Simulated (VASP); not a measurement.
# TePt (R-3m) in VASP: further runs

Runs on TePt. Level: PBEsol. Tasks: single point.

Everything below comes from runs of VASP 6.6.1. Logs are shortened: lines on timing, memory, paths and dates and some standing lists are left out, and cuts for length are marked.

## 1. The cell of the first run

Symmetry: R-3m, No. 166, trigonal system. The conventional cell has a = 3.946 Å, b = 3.946 Å, c = 18.700 Å, α = 90.00°, β = 90.00°, γ = 120.00°. Within 3.5 Å of Te (site symmetry 3m) lie 6 Pt at 2.53 to 3.44 Å and 3 Te at 3.42 Å. Within 3.3 Å of Pt (site symmetry 3m) lie 3 Te at 2.53 Å and 3 Pt at 2.71 Å.

## 2. Single point, PBEsol (strained and its atoms moved)

Contents of INCAR:

```
SYSTEM = TePt
PREC     = Accurate       ! precision mode
ENCUT    = 520            ! plane-wave cutoff, eV
EDIFF    = 1E-6           ! SCF threshold, eV
ISMEAR   = 0              ! smearing method
SIGMA    = 0.1            ! smearing width, eV
LREAL    = .False.        ! projectors in reciprocal space
LASPH    = .True.         ! aspherical terms in the spheres
NELM     = 60             ! most SCF steps
ALGO     = Normal         ! electronic algorithm
ISIF     = 2              ! what is computed and relaxed
LWAVE    = .False.        ! write WAVECAR
LCHARG   = .False.        ! write CHGCAR
GGA      = PS             ! functional
NBANDS   = 24             ! bands
```

Contents of KPOINTS:

```
Automatic mesh
0
Gamma
  12 12 12
  0 0 0
```

Contents of POSCAR:

```
TePt
1.0
    1.9731841015      1.1392183722      6.2331925351
   -1.9731841015      1.1392183722      6.2331925351
    0.0000000000     -2.2784367444      6.2331925351
Te Pt
2 2
Direct
    0.5983901813      0.5983901813      0.5983901813
    0.4016098187      0.4016098187      0.4016098187
    0.8724202873      0.8724202873      0.8724202873
    0.1275797127      0.1275797127      0.1275797127
```

Potentials or basis: VASP PAW PBE potentials, release 64 (Te, Pt).

The run is started by

```console
> cat potpaw_PBE.64/Te/POTCAR potpaw_PBE.64/Pt/POTCAR > POTCAR
> mpirun -np 1 vasp_std > vasp.out
```

OUTCAR:

```text
SYSTEM = TePt
   PREC = Accurate
   ENCUT = 520
   EDIFF = 1E-6
   ISMEAR = 0
   LREAL = .False.
   LASPH = .True.
   NELM = 60
   ISIF = 2
   GGA = PS

 ion  position               nearest neighbor table
   1  0.598  0.598  0.598-   3 2.53   3 2.53   3 2.53   2 3.42   2 3.42   2 3.42   4 3.44   4 3.44
                             4 3.44   2 3.68
   2  0.402  0.402  0.402-   4 2.53   4 2.53   4 2.53   1 3.42   1 3.42   1 3.42   3 3.44   3 3.44
                             3 3.44   1 3.68
   3  0.872  0.872  0.872-   1 2.53   1 2.53   1 2.53   4 2.71   4 2.71   4 2.71   2 3.44   2 3.44
                             2 3.44
   4  0.128  0.128  0.128-   2 2.53   2 2.53   2 2.53   3 2.71   3 2.71   3 2.71   1 3.44   1 3.44
                             1 3.44

  LATTYP: Found a trigonal (rhomboedric) cell.
 ALAT       =     6.6365626026
 COS(alpha) =     0.8232014007

  Lattice vectors:

 A1 = (   1.9731841015,   1.1392183722,   6.2331925351)
 A2 = (  -1.9731841015,   1.1392183722,   6.2331925351)
 A3 = (   0.0000000000,  -2.2784367444,   6.2331925351)

Analysis of symmetry for initial positions (statically):
=====================================================================
 Subroutine PRICEL returns:
 Original cell was already a primitive cell.

 Routine SETGRP: Setting up the symmetry group for a
 trigonal (rhombohedral) supercell.

 Subroutine GETGRP returns: Found 12 space group operations
 (whereof 12 operations were pure point group operations)
 out of a pool of 12 trial point group operations.

The static configuration has the point symmetry D_3d.

Analysis of symmetry for dynamics (positions and initial velocities):
=====================================================================
 Subroutine PRICEL returns:
 Original cell was already a primitive cell.

 Routine SETGRP: Setting up the symmetry group for a
 trigonal (rhombohedral) supercell.

 Subroutine GETGRP returns: Found 12 space group operations
 (whereof 12 operations were pure point group operations)
 out of a pool of 12 trial point group operations.

The dynamic configuration has the point symmetry D_3d.

 Subroutine INISYM returns: Found 12 space group operations
 (whereof 12 operations are pure point group operations),
 and found     1 'primitive' translations

----------------------------------------------------------------------------------------

                                     Primitive cell

  volume of cell :      84.0691
[... 88 lines left out ...]
   LNONCOLLINEAR =      F non collinear calculations
   LSORBIT =      F    spin-orbit coupling
   LASPH  =      T    aspherical Exc in radial PAW
   ENCUT  =  520.0 eV  38.22 Ry    6.18 a.u.  12.34 12.34 12.34*2*pi/ulx,y,z
   NELM   =     60;   NELMIN=  2; NELMDL= -5     # of ELM steps
   EDIFF  = 0.1E-05   stopping-criterion for ELM
   LREAL  =      F    real-space projection
   EDIFFG = 0.1E-04   stopping-criterion for IOM
   NSW    =      0    number of steps for IOM
   IBRION =     -1    ionic relax: 0-MD 1-quasi-New 2-CG
   NFREE  =      0    steps in history (QN), initial steepest desc. (CG)
   ISIF   =      2    stress and relaxation
   ISYM   =      2    0-nonsym 1-usesym 2-fastsym
   POTIM  = 0.5000    time-step for ionic-motion
   TEBEG  =    0.0;   TEEND  =   0.0 temperature during run
   PSTRESS=    0.0 pullay stress
   NELECT =      32.0000    total number of electrons
   NUPDOWN=      -1.0000    fix difference up-down
   EMIN   =  10.00;   EMAX   =-10.00  energy-range for DOS
   EFERMI =   0.00;   METHOD = LEGACY
   ISMEAR =     0;   SIGMA  =   0.10  broadening in eV -4-tet -1-fermi 0-gaus
   EFERMI_NEDOS =   21; number of points for ismear=-14 and -15
   IALGO  =     38    algorithm
   IMIX   =      4    mixing-type and parameters
     AMIX     =   0.40;   BMIX     =  1.00
     AMIX_MAG =   1.60;   BMIX_MAG =  1.00
  volume/ion in A,a.u.               =      21.02       141.83
  Fermi-wavevector in a.u.,A,eV,Ry     =   1.186441  2.242048 19.152125  1.407641
  Thomas-Fermi vector in A             =   2.322613
   LORBIT       =      0    0 simple, 1 ext, 2 COOP (PROOUT), +10 PAW based schemes
   GGA     = PS    functional components
   LHFCALC =     F    Hartree Fock is set to
   AEXX    =    0.0000 exact exchange contribution
   IVDW    =     0    specifies the selected vdW correction
   LEPSILON=     F    determine dielectric tensor
   LRPA    =     F    only Hartree local field effects (RPA)
 non-spin polarized calculation
 Gauss-broadening in eV      SIGMA  =   0.10
  energy-cutoff  :      520.00
  volume of cell :       84.07
 maximum number of plane-waves:      2303
 NGX is ok and might be reduce to    50
   NGX = 25   NGY = 25   NGZ = 25

 number of electron      32.0000000 magnetization

 Free energy of the ion-electron system (eV)
  ---------------------------------------------------
  ext. energy  EPLUGINS =         0.00000000
  ---------------------------------------------------
  free energy    TOTEN  =       -22.16687814 eV

  energy without entropy =      -22.15985358  energy(sigma->0) =      -22.16336586

 E-fermi :   9.4031     XC(G=0): -11.4337

 val. band max:        9.4026348788   @ k =   0.3333   0.0833   0.0833
 cond. band min:       9.4042846729   @ k =  -0.3333  -0.4167   0.0833
 fundamental gap:      0.0016497941
 Fermi energy:         9.4031226543

 k-point     1 :       0.0000    0.0000    0.0000
  band No.  band energies     occupation
      1      -4.5479      2.00000
      2      -2.5093      2.00000
      3       2.1618      2.00000
      4       3.4238      2.00000
      5       3.4238      2.00000
      6       4.0132      2.00000
[... 637 lines left out ...]
     23      17.5531      0.00000
     24      19.1220      0.00000

 [... further k-points ...]
[... 5 lines left out ...]
  --------------------------------------------------------------------------------------
  -------------------------------------------------------------------------------------
  Total        4.5990244      4.5990244      4.7780868      0.0000000      0.0000000      0.0000000
  in kB       87.6475781     87.6475781     91.0601234      0.0000000      0.0000000      0.0000000
  external PRESSURE =      88.7850932 kB  Pullay stress =       0.0000000 kB

 VOLUME and BASIS-vectors are now :
 -----------------------------------------------------------------------------
  energy-cutoff  :      520.00
  volume of cell :       84.07
      direct lattice vectors                 reciprocal lattice vectors
     1.973184102  1.139218372  6.233192535     0.253397541  0.146299139  0.053477144
    -1.973184102  1.139218372  6.233192535    -0.253397541  0.146299139  0.053477144
     0.000000000 -2.278436744  6.233192535     0.000000000 -0.292598277  0.053477144

 POSITION                                       TOTAL-FORCE (eV/Angst)
 -----------------------------------------------------------------------------------
      0.00000      0.00000     11.18964         0.000000      0.000000      1.024569
      0.00000      0.00000      7.50993         0.000000      0.000000     -1.024569
      0.00000      0.00000     16.31389         0.000000     -0.000000     -0.817305
      0.00000      0.00000      2.38569         0.000000     -0.000000      0.817305
 -----------------------------------------------------------------------------------
    total drift:                               -0.000000     -0.000000     -0.000000

  FREE ENERGIE OF THE ION-ELECTRON SYSTEM (eV)
  ---------------------------------------------------
  free  energy   TOTEN  =       -22.1668781439 eV

  energy  without entropy=      -22.1598535772  energy(sigma->0) =      -22.16336586
```

It took 14 min on 1 thread of Intel Xeon Platinum 8375C at 2.90GHz (Ice Lake), shared host; peak memory 0.58 GiB.

What came out:

| Item | Value |
| --- | --- |
| Free energy | -22.1669 eV |
| Pressure | 8.9 GPa |
| Largest force | 1.025 eV/Å |
| Band gap on the k mesh | zero (bands 16 and 17 overlap by 2.97 eV) |

Forces on the atoms (eV/Å):
```
Te   0.000  0.000  1.025
Te   0.000  0.000 -1.025
Pt   0.000  0.000 -0.817
Pt   0.000  0.000  0.817
```

Stress tensor (GPa, compression positive):
```
8.76 0.00 0.00
0.00 8.76 0.00
0.00 0.00 9.11
```

Levels at points of the mesh, in eV from the Fermi level:
```tsv
k point	band 14	band 15	band 16	band 17	band 18	band 19
(0.00, 0.00, 0.00)	0.64	0.64	1.35	1.72	3.21	3.21
(0.50, 0.00, 0.00)	-2.11	-2.01	-1.29	0.40	1.34	2.30
(0.50, 0.50, 0.00)	-2.17	-2.04	-1.24	-1.05	2.82	4.37
(0.50, 0.50, 0.50)	-1.33	1.34	1.34	1.98	1.98	3.58
```

Caveat: the cell differs from its parent crystal (strained and its atoms moved); the cell stands under pressure; the PAW data sets were made with another functional, which shifts forces and pressure a little; spin-orbit coupling is left out, which moves the levels of the heavy elements.

## 3. Single point, PBEsol (23.84 Å³/atom)

This run uses another cell than the first one, of 23.84 Å³/atom.

Contents of INCAR:

```
PREC     = Accurate       # precision mode
ENCUT    = 520            # plane-wave cutoff, eV
EDIFF    = 1E-6           # SCF threshold, eV
ISMEAR   = 0              # smearing method
SIGMA    = 0.1            # smearing width, eV
LREAL    = F              # projectors in reciprocal space
LASPH    = T              # aspherical terms in the spheres
NELM     = 60             # most SCF steps
ALGO     = Normal         # electronic algorithm
ISIF     = 2              # what is computed and relaxed
LWAVE    = F              # write WAVECAR
LCHARG   = F              # write CHGCAR
GGA      = PS             # functional
NBANDS   = 24             # bands
```

Contents of KPOINTS:

```
Automatic mesh
0
Gamma
  12 12 12
```

Contents of POSCAR:

```
TePt
1.0
    1.9953696198      1.1520271871      6.9136506114
   -1.9953696198      1.1520271871      6.9136506114
    0.0000000000     -2.3040543743      6.9136506113
Te Pt
2 2
Direct
    0.5942890924      0.5942890924      0.5942890924
    0.4057109076      0.4057109076      0.4057109076
    0.8684433900      0.8684433900      0.8684433900
    0.1315566100      0.1315566100      0.1315566100
```

Potentials or basis: VASP PAW PBE potentials, release 64 (Te, Pt).

The run is started by

```console
> cat potpaw_PBE.64/Te/POTCAR potpaw_PBE.64/Pt/POTCAR > POTCAR
> mpirun -np 1 vasp_std > vasp.out
```

OUTCAR:

```text
PREC = Accurate
   ENCUT = 520
   EDIFF = 1E-6
   ISMEAR = 0
   LREAL = F
   LASPH = T
   NELM = 60
   ISIF = 2
   GGA = PS

 ion  position               nearest neighbor table
   1  0.594  0.594  0.594-   3 2.61   3 2.61   3 2.61   4 3.54   4 3.54   4 3.54
   2  0.406  0.406  0.406-   4 2.61   4 2.61   4 2.61   3 3.54   3 3.54   3 3.54
   3  0.868  0.868  0.868-   1 2.61   1 2.61   1 2.61   4 2.73   4 2.73   4 2.73   2 3.54   2 3.54
                             2 3.54
   4  0.132  0.132  0.132-   2 2.61   2 2.61   2 2.61   3 2.73   3 2.73   3 2.73   1 3.54   1 3.54
[... 845 lines left out ...]
 [... further k-points ...]
[... 5 lines left out ...]
  --------------------------------------------------------------------------------------
  -------------------------------------------------------------------------------------
  Total       -1.6609661     -1.6609661     -1.6361784      0.0000000     -0.0000000      0.0000000
  in kB      -27.9078633    -27.9078633    -27.4913762      0.0000000     -0.0000000      0.0000000
  external PRESSURE =     -27.7690342 kB  Pullay stress =       0.0000000 kB

 VOLUME and BASIS-vectors are now :
 -----------------------------------------------------------------------------
  energy-cutoff  :      520.00
  volume of cell :       95.36
      direct lattice vectors                 reciprocal lattice vectors
     1.995369620  1.152027187  6.913650611     0.250580141  0.144672512  0.048213795
    -1.995369620  1.152027187  6.913650611    -0.250580141  0.144672512  0.048213795
     0.000000000 -2.304054374  6.913650611     0.000000000 -0.289345023  0.048213795

 POSITION                                       TOTAL-FORCE (eV/Angst)
 -----------------------------------------------------------------------------------
      0.00000     -0.00000     12.32612         0.000000      0.000000     -0.006754
      0.00000     -0.00000      8.41483         0.000000     -0.000000      0.006754
      0.00000     -0.00000     18.01234         0.000000      0.000000     -0.004952
      0.00000     -0.00000      2.72861         0.000000     -0.000000      0.004952
 -----------------------------------------------------------------------------------
    total drift:                               -0.000000     -0.000000      0.000000

  FREE ENERGIE OF THE ION-ELECTRON SYSTEM (eV)
  ---------------------------------------------------
  free  energy   TOTEN  =       -22.3111680219 eV

  energy  without entropy=      -22.3007173263  energy(sigma->0) =      -22.30594267
```

OSZICAR:

```text
N       E                     dE             d eps       ncg     rms          rms(c)
DAV:   1     0.163885998336E+03    0.16389E+03   -0.13963E+04  9072   0.118E+03
DAV:   2    -0.159884993527E+02   -0.17987E+03   -0.16623E+03 10888   0.223E+02
DAV:   3    -0.229893838609E+02   -0.70009E+01   -0.68910E+01 11256   0.442E+01
DAV:   4    -0.230860571542E+02   -0.96673E-01   -0.96648E-01 11208   0.560E+00
DAV:   5    -0.230875714871E+02   -0.15143E-02   -0.15143E-02 11432   0.658E-01    0.158E+01
DAV:   6    -0.224833349396E+02    0.60424E+00   -0.18893E+00  9824   0.109E+01    0.898E+00
DAV:   7    -0.223590619911E+02    0.12427E+00   -0.31396E-01  9392   0.530E+00    0.321E+00
DAV:   8    -0.223122664379E+02    0.46796E-01   -0.12461E-01 10376   0.286E+00    0.103E+00
DAV:   9    -0.223117205751E+02    0.54586E-03   -0.11715E-02 10568   0.642E-01    0.403E-01
DAV:  10    -0.223112093436E+02    0.51123E-03   -0.28926E-03 10584   0.345E-01    0.124E-01
DAV:  11    -0.223111696206E+02    0.39723E-04   -0.15428E-04 10464   0.669E-02    0.638E-02
DAV:  12    -0.223111696811E+02   -0.60502E-07   -0.12471E-05 11216   0.228E-02    0.462E-02
DAV:  13    -0.223111683455E+02    0.13356E-05   -0.59238E-06  9960   0.185E-02    0.129E-02
DAV:  14    -0.223111680219E+02    0.32361E-06   -0.10856E-06  5728   0.600E-03
   1 F= -.22311168E+02 E0= -.22305943E+02  d E =-.104507E-01
```

stdout:

```text
POSCAR found type information on POSCAR TePt
 POSCAR found :  2 types and       4 ions
 scaLAPACK will be used
 -----------------------------------------------------------------------------
|                                                                             |
|                                                                             |
|     You enforced a specific xc type in the INCAR file but a different       |
|     I HOPE YOU KNOW WHAT YOU ARE DOING!                                     |
|                                                                             |
 -----------------------------------------------------------------------------

 LDA part: xc-table for (Slater+PW92), standard interpolation
 POSCAR, INCAR and KPOINTS ok, starting setup
 FFT: planning ... GRIDC
 FFT: planning ... GRID_SOFT
 FFT: planning ... GRID
 WAVECAR not read
 entering main loop
```

Run time: 17 min. Hardware: 1 thread of Oxide Virtual Turin-like, shared host; peak memory 0.62 GiB.

Results:

| Item | Value |
| --- | --- |
| Free energy | -22.3112 eV |
| Pressure | -2.8 GPa |
| Largest force | 0.007 eV/Å |
| Band gap on the k mesh | zero (bands 16 and 17 overlap by 2.41 eV) |

Forces on the atoms (eV/Å):
```
Te   0.000  0.000 -0.007
Te   0.000  0.000  0.007
Pt   0.000  0.000 -0.005
Pt   0.000  0.000  0.005
```

Levels at points of the mesh, in eV from the Fermi level:
| k point | band 12 | band 13 | band 14 | band 15 | band 16 | band 17 | band 18 | band 19 | band 20 | band 21 |
| --- | --- | --- | --- | --- | --- | --- | --- | --- | --- | --- |
| (0.00, 0.00, 0.00) | -1.86 | -1.66 | 0.66 | 0.82 | 0.82 | 1.14 | 2.74 | 2.74 | 4.51 | 5.94 |
| (0.50, 0.00, 0.00) | -2.45 | -2.43 | -1.87 | -1.74 | -1.12 | 0.31 | 1.55 | 1.94 | 3.65 | 4.78 |
| (0.50, 0.50, 0.00) | -2.43 | -2.40 | -1.71 | -1.57 | -1.20 | -1.17 | 2.39 | 3.56 | 4.59 | 5.27 |
| (0.50, 0.50, 0.50) | -1.85 | -1.62 | -1.53 | 1.19 | 1.19 | 2.14 | 2.14 | 3.21 | 4.43 | 5.12 |

Caveat: the PAW data sets were made with another functional, which shifts forces and pressure a little; spin-orbit coupling is left out, which moves the levels of the heavy elements.
